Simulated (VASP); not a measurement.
**ZnS: single point with HSE06**

ZnS:

```
Zn S
1.0
     0.00000    2.72179    2.72179
     2.72179    0.00000    2.72179
     2.72179    2.72179    0.00000
Zn S
1 1
Direct
  0.00000 0.00000 0.00000
  0.75000 0.75000 0.75000
```

```json
{"Program": "VASP 6.6.1", "Task": "single point", "Functional": "HSE06", "Potentials or basis": "VASP PAW PBE potentials, release 64 (Zn, S)", "Cutoff": "520 eV", "k mesh": "6 × 6 × 6", "Occupations": "gaussian, width 0.01 eV", "Spin": "no spin polarisation", "Dipole correction": "no", "Grid for exact exchange (PRECFOCK)": "Normal", "Further INCAR settings": "ALGO = Normal; EDIFF = 1e-06; NBANDS = 16", "Share of exact exchange": "0.25", "Screening parameter": "0.2079 1/Å"}
```

```json
{"Pressure": "-0.8 GPa", "Band gap on the k mesh": "3.22 eV"}
```

Levels at points of the mesh, in eV from the valence-band top:
```tsv
k point	band 5	band 6	band 7	band 8	band 9	band 10	band 11	band 12	band 13	band 14
(0.00, 0.00, 0.00)	-7.36	-7.36	0.00	0.00	0.00	3.22	7.69	7.69	7.69	13.15
(0.50, 0.00, 0.00)	-7.33	-7.13	-5.45	-0.88	-0.88	4.49	8.18	8.18	10.12	13.50
(0.50, 0.50, 0.00)	-7.29	-7.09	-4.88	-2.27	-2.27	4.42	5.25	12.38	13.53	13.53
```

It took 49 min on 1 thread of Intel(R) Xeon(R) Platinum 8259CL CPU @ 2.50GHz (Skylake/Cascade Lake) (shared host), peak memory 0.29 GiB.

Caveat: the PAW data sets were made with another functional, which shifts forces and pressure a little.
